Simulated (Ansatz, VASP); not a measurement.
**One calculation of Ta2NbO2, two programs**

```
CELL_PARAMETERS angstrom
4.43685 0.00000 0.00000
-1.01196 4.90335 0.00000
-0.33624 -0.39117 7.70066
ATOMIC_POSITIONS crystal
Ta 0.45149 0.05300 0.03903
Ta 0.58212 0.95947 0.55157
Ta 0.01902 0.42134 0.04223
Ta 0.98559 0.62407 0.54843
Nb 0.48306 0.49855 0.77801
Nb 0.40622 0.39579 0.37587
O 0.54937 0.02413 0.29028
O 0.52622 0.93244 0.80047
O 0.00090 0.53807 0.28202
O 0.99603 0.55313 0.79209
```

Change from the starting cell: the structure that the rattled cell fell into.

Alike in both runs: task relaxation of cell and atoms; functional PBE; k mesh 4 × 4 × 2; occupations gaussian, width 0.1 eV; no spin polarisation.

|  | VASP | Ansatz |
| --- | --- | --- |
| version | VASP 6.6.1 | Ansatz 0.2.0 |
| potentials or method | VASP PAW PBE potentials, release 64 (Ta_pv, Nb_sv, O), cutoff 600 eV | scalar-relativistic, plane waves, PAW |
| valence electrons in the cell | 94 | 102 |

VASP gave:

```
gap on the k mesh at the Fermi level, each at its own relaxed structure (eV)  : none
relaxed volume (Å³/atom)                                                      : 14.76
relaxed length of the cell vector where the two differ most in proportion (Å) : 4.197
```

Problem. Estimate Ansatz's values.

Solution. gap on the k mesh at the Fermi level, each at its own relaxed structure (eV): none; relaxed volume (Å³/atom): 14.78; relaxed length of the cell vector where the two differ most in proportion (Å): 4.202.

A gap of «none» marks a metal or a gap that the smearing closes. VASP's potentials hold 94 valence electrons a cell and Ansatz's 102, so a difference there can come from the potentials and not from the codes.

The k mesh is coarse, so the values compare programs but aren't converged. Neither program's run includes spin-orbit coupling.
